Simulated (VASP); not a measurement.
GaP (zincblende type), 2 atoms in the cell. The structure is cubic, space group F-43m (No. 216). The conventional cell has a = 5.506 Å, b = 5.506 Å, c = 5.506 Å, α = 90.00°, β = 90.00°, γ = 90.00°. Ga (site symmetry -43m) has 4 P at 2.38 Å within 3.1 Å. P (site symmetry -43m) has 4 Ga at 2.38 Å within 3.1 Å. 

- Program: VASP 6.6.1
- Task: electric field gradients
- Functional: PBE
- Potentials or basis: VASP PAW PBE potentials, release 64 (Ga_d, P)
- Cutoff: 520 eV
- k mesh: 13 × 13 × 13
- Occupations: fermi-dirac, width 0.03 eV
- Spin: no spin polarisation
- Dipole correction: no
- Further INCAR settings: ALGO = Normal; EDIFF = 1e-08; NBANDS = 16

Potentials or basis: VASP PAW PBE potentials, release 64 (Ga_d, P).

The run is started by

```console
$ cat potpaw_PBE.64/Ga_d/POTCAR potpaw_PBE.64/P/POTCAR > POTCAR
$ mpirun -np 1 vasp_std > vasp.out
```

Hardware: 1 thread of AMD EPYC 7R13 (shared host).

**Question.** Estimate the wall time of this run.

**Answer.** Wall time 84 s on 1 thread of AMD EPYC 7R13, on a shared host, peak memory 0.17 GiB. Counts: scf iterations 15, k points 84.
